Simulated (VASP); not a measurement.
Set up this calculation in VASP 6.6.1, as the native input.

| Item | Value |
| --- | --- |
| Task | single point |
| Functional | r2SCAN |
| Potentials or basis | VASP PAW PBE potentials, release 64 (Hf_pv, O) |
| Cutoff | 520 eV |
| k mesh | 6 × 6 × 4 |
| Occupations | fermi-dirac, width 0.02 eV |
| Spin | no spin polarisation |
| Dipole correction | no |
| Further INCAR settings | ALGO = Normal; EDIFF = 1e-06; NBANDS = 31 |

The system is HfO2.

```
CELL_PARAMETERS angstrom
3.57669 0.00000 0.00000
0.00000 3.57669 0.00000
0.00000 0.00000 5.20222
ATOMIC_POSITIONS crystal
Hf 0.00000 0.00000 0.00000
Hf 0.50000 0.50000 0.50000
O 0.00000 0.50000 0.30379
O 0.00000 0.50000 0.80379
O 0.50000 0.00000 0.69621
O 0.50000 0.00000 0.19621
```

The input as run:

POSCAR

```
HfO2
1.0
    3.5766923096      0.0000000000      0.0000000000
    0.0000000000      3.5766923096      0.0000000000
    0.0000000000      0.0000000000      5.2022212706
Hf O
2 4
Direct
    0.0000000000      0.0000000000      0.0000000000
    0.5000000000      0.5000000000      0.5000000000
    0.0000000000      0.5000000000      0.3037893705
    0.0000000000      0.5000000000      0.8037893705
    0.5000000000      0.0000000000      0.6962106295
    0.5000000000      0.0000000000      0.1962106295
```

INCAR.step1

```
ALGO = Normal
EDIFF = 1E-4
ENCUT = 520
GGA = PE
ISMEAR = -1
LASPH = T
LCHARG = F
LREAL = F
LWAVE = T
NBANDS = 31
NELM = 100
PREC = Accurate
SIGMA = 0.02
```

INCAR.step2

```
ALGO = Normal
EDIFF = 1E-6
ENCUT = 520
ISIF = 2
ISMEAR = -1
ISTART = 1
LASPH = T
LCHARG = F
LMIXTAU = T
LREAL = F
LWAVE = F
METAGGA = R2SCAN
NBANDS = 31
NELM = 100
PREC = Accurate
SIGMA = 0.02
```

KPOINTS

```
k-points
0
Gamma
  6 6 4
```

Potentials or basis: VASP PAW PBE potentials, release 64 (Hf_pv, O).

Launch:

```console
$ cat potpaw_PBE.64/Hf_pv/POTCAR potpaw_PBE.64/O/POTCAR > POTCAR
$ cp INCAR.step1 INCAR
$ mpirun -np 1 vasp_std > vasp.out
$ cp INCAR.step2 INCAR
$ mpirun -np 1 vasp_std > vasp.out
```

Results of the run:

| Item | Value |
| --- | --- |
| Pressure | -3.6 GPa |
| Largest force | 0.068 eV/Å |
| Band gap on the k mesh | 5.24 eV, indirect (least direct gap 5.32 eV) |

Caveat: the PAW data sets were made with another functional, which shifts forces and pressure a little; spin-orbit coupling is left out, which moves the levels of the heavy elements.

Wall time 93 s on 1 thread of Intel(R) Xeon(R) 6975P-C (Granite Rapids), on a shared host, peak memory 0.2 GiB.
